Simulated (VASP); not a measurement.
# SiC (F-43m) in VASP: notebook, part 2 of 2

VASP 6.6.1. Earlier steps stand in the parts before.

### 3 Single point, HSE06

POSCAR

```
SiC
1.0
    0.0000000000      2.1780497564      2.1780497564
    2.1780497564      0.0000000000      2.1780497564
    2.1780497564      2.1780497564      0.0000000000
Si C
1 1
Direct
    0.2500000000      0.2500000000      0.2500000000
    0.0000000000      0.0000000000      0.0000000000
```

INCAR.step1

```
  ALGO = Normal
  EDIFF = 1E-5
  ENCUT = 520
  GGA = PE
  ISIF = 2
  ISMEAR = 0
  LASPH = T
  LCHARG = F
  LREAL = F
  LWAVE = T
  NBANDS = 11
  NELM = 80
  PREC = Accurate
  SIGMA = 0.01
```

INCAR.step2

```
  ALGO = Normal
  EDIFF = 1E-6
  ENCUT = 520
  GGA = PE
  HFSCREEN = 0.2079
  ISIF = 2
  ISMEAR = 0
  ISTART = 1
  LASPH = T
  LCHARG = F
  LHFCALC = T
  LREAL = F
  LWAVE = F
  NBANDS = 11
  NELM = 80
  PREC = Accurate
  PRECFOCK = Normal
  SIGMA = 0.01
```

KPOINTS

```
k-points
0
Gamma
  4 4 4
```

Potentials or basis: VASP PAW PBE potentials, release 64 (Si, C).

Started as:

```sh
> cat potpaw_PBE.64/Si/POTCAR potpaw_PBE.64/C/POTCAR > POTCAR
> cp INCAR.step1 INCAR
> mpirun -np 1 vasp_std > vasp.out
> cp INCAR.step2 INCAR
> mpirun -np 1 vasp_std > vasp.out
```

It took 26 s on 1 thread of Intel Xeon 6975P-C (Granite Rapids), shared host; peak memory 0.23 GiB.

Results (log left out):

```yaml
Free_energy: -17.3102 eV
Pressure: -1.2 GPa
Band_gap_on_the_k_mesh: 2.24 eV, indirect (least direct gap 5.75 eV)
```

Levels at points of the mesh, in eV from the valence-band top:
```tsv
k point	band 2	band 3	band 4	band 5	band 6	band 7
(0.00, 0.00, 0.00)	0.00	0.00	0.00	7.59	8.58	8.58
(0.50, 0.00, 0.00)	-9.36	-1.16	-1.16	6.66	8.47	8.47
(0.50, 0.50, 0.00)	-8.54	-3.51	-3.51	2.24	5.38	15.95
```

Caveat: the k points lie up to 0.62 Å⁻¹ apart; the PAW data sets were made with another functional, which shifts forces and pressure a little. A k mesh can miss the band edges.

### 4 Single point, PBE-based screened hybrid

POSCAR is that of step 3.

INCAR.step1

```
SYSTEM = SiC
PREC = Accurate ; ENCUT = 520
EDIFF = 1E-5 ; ISMEAR = 0
SIGMA = 0.01 ; LREAL = .False.
LASPH = .True. ; NELM = 80
ALGO = Normal ; ISIF = 2
LWAVE = .True. ; LCHARG = .False.
NBANDS = 11 ; GGA = PE
```

INCAR.step2

```
SYSTEM = SiC
PREC = Accurate ; ENCUT = 520
EDIFF = 1E-6 ; ISMEAR = 0
SIGMA = 0.01 ; LREAL = .False.
LASPH = .True. ; NELM = 80
ALGO = Normal ; ISIF = 2
LWAVE = .False. ; LCHARG = .False.
GGA = PE ; LHFCALC = .True.
AEXX = 0.35 ; HFSCREEN = 0.2078
PRECFOCK = Normal ; NBANDS = 11
ISTART = 1
```

KPOINTS

```
Automatic mesh
0
Gamma
  4 4 4
  0 0 0
```

Potentials or basis: VASP PAW PBE potentials, release 64 (Si, C).

Started as:

```sh
> cat potpaw_PBE.64/Si/POTCAR potpaw_PBE.64/C/POTCAR > POTCAR
> cp INCAR.step1 INCAR
> mpirun -np 1 vasp_std > vasp.out
> cp INCAR.step2 INCAR
> mpirun -np 1 vasp_std > vasp.out
```

OUTCAR:

```text
SYSTEM = SiC
   PREC = Accurate
   ENCUT = 520
   EDIFF = 1E-6
   ISMEAR = 0
   LREAL = .False.
   LASPH = .True.
   NELM = 80
   ISIF = 2
   GGA = PE
   LHFCALC = .True.
   AEXX = 0.35
   HFSCREEN = 0.2078
   PRECFOCK = Normal
   ISTART = 1

 ion  position               nearest neighbor table
   1  0.250  0.250  0.250-   2 1.89   2 1.89   2 1.89   2 1.89
   2  0.000  0.000  0.000-   1 1.89   1 1.89   1 1.89   1 1.89

  LATTYP: Found a face centered cubic cell.
 ALAT       =     4.3560995128

  Lattice vectors:

 A1 = (   0.0000000000,   2.1780497564,   2.1780497564)
 A2 = (   2.1780497564,   0.0000000000,   2.1780497564)
 A3 = (   2.1780497564,   2.1780497564,   0.0000000000)

Analysis of symmetry for initial positions (statically):
=====================================================================
 Subroutine PRICEL returns:
 Original cell was already a primitive cell.

 Routine SETGRP: Setting up the symmetry group for a
 face centered cubic supercell.

 Subroutine GETGRP returns: Found 24 space group operations
 (whereof 24 operations were pure point group operations)
[... 164 lines left out ...]
  band No.  band energies     occupation
      1     -10.3376      2.00000
      2       7.2632      2.00000
      3       7.2632      2.00000
      4       7.2632      2.00000
      5      15.4007      0.00000
      6      16.3846      0.00000
      7      16.3846      0.00000
      8      16.3846      0.00000
      9      23.9857      0.00000
     10      23.9857      0.00000
     11      25.8720      0.00000
[... 85 lines left out ...]
 k-point     8 :      -0.2500    0.5000    0.2500
  band No.  band energies     occupation
      1      -4.5060      2.00000
      2      -0.6635      2.00000
      3       1.6548      2.00000
      4       2.0796      2.00000
      5      14.0651      0.00000
      6      18.7806      0.00000
      7      18.8308      0.00000
      8      18.9655      0.00000
      9      24.2268      0.00000
     10      27.3338      0.00000
     11      31.2346      0.00000

------------------------ aborting loop because EDIFF is reached ----------------------------------------

  FORCE on cell =-STRESS in cart. coord.  units (eV):
  Direction    XX          YY          ZZ          XY          YZ          ZX
  --------------------------------------------------------------------------------------
  -------------------------------------------------------------------------------------
  Total       -0.4037533     -0.4037533     -0.4037533      0.0000000      0.0000000      0.0000000
  in kB      -31.3035294    -31.3035294    -31.3035294      0.0000000      0.0000000      0.0000000
  external PRESSURE =     -31.3035294 kB  Pullay stress =       0.0000000 kB

 VOLUME and BASIS-vectors are now :
 -----------------------------------------------------------------------------
  energy-cutoff  :      520.00
  volume of cell :       20.66
      direct lattice vectors                 reciprocal lattice vectors
     0.000000000  2.178049756  2.178049756    -0.229563167  0.229563167  0.229563167
     2.178049756  0.000000000  2.178049756     0.229563167 -0.229563167  0.229563167
     2.178049756  2.178049756  0.000000000     0.229563167  0.229563167 -0.229563167

 POSITION                                       TOTAL-FORCE (eV/Angst)
 -----------------------------------------------------------------------------------
      1.08902      1.08902      1.08902        -0.000000     -0.000000     -0.000000
      0.00000      0.00000      0.00000         0.000000      0.000000      0.000000
 -----------------------------------------------------------------------------------
    total drift:                               -0.000000      0.000001      0.000000

  FREE ENERGIE OF THE ION-ELECTRON SYSTEM (eV)
  ---------------------------------------------------
  free  energy   TOTEN  =       -18.2814003280 eV

  energy  without entropy=      -18.2814003280  energy(sigma->0) =      -18.28140033
```

Wall time 29 s (1 thread of Intel Xeon 6975P-C (Granite Rapids), shared host); peak memory 0.23 GiB.

What came out:

| Quantity | Value |
| --- | --- |
| Free energy | -18.2814 eV |
| Pressure | -3.1 GPa |
| Band gap on the k mesh | 2.62 eV, indirect (least direct gap 6.25 eV) |

Levels at points of the mesh, in eV from the valence-band top:
| k point | band 1 | band 2 | band 3 | band 4 | band 5 | band 6 | band 7 | band 8 | band 9 |
| --- | --- | --- | --- | --- | --- | --- | --- | --- | --- |
| (0.00, 0.00, 0.00) | -17.60 | 0.00 | 0.00 | 0.00 | 8.14 | 9.12 | 9.12 | 9.12 | 16.72 |
| (0.50, 0.00, 0.00) | -13.63 | -9.66 | -1.20 | -1.20 | 7.17 | 8.99 | 8.99 | 12.17 | 18.62 |
| (0.50, 0.50, 0.00) | -12.01 | -8.82 | -3.63 | -3.63 | 2.62 | 5.83 | 16.73 | 16.73 | 17.58 |

Caveat: the k points lie up to 0.62 Å⁻¹ apart; the PAW data sets were made with another functional, which shifts forces and pressure a little.

### 5 Summary

```tsv
level	k mesh	smearing	grid for exact exchange (PRECFOCK)	screening parameter	share of exact exchange	gap on the mesh (eV)	pressure (GPa)
PBEsol	8 × 8 × 8	methfessel-paxton 0.2 eV	-	-	-	1.23	0.5
HSE06	4 × 4 × 4	gaussian 0.01 eV	Normal	0.2079 1/Å	-	2.24	-1.2
PBE-based screened hybrid	4 × 4 × 4	gaussian 0.01 eV	Normal	0.2078 1/Å	0.35	2.62	-3.1
```

Alike in all rows: task single point; potentials or basis VASP PAW PBE potentials, release 64 (Si, C); no spin polarisation; cell as given; cutoff (eV) 520.

Caveats: some runs use coarse meshes; the PAW data sets were made with another functional, which shifts forces and pressure a little.

Absolute energies hang on the potentials; compare differences alone.
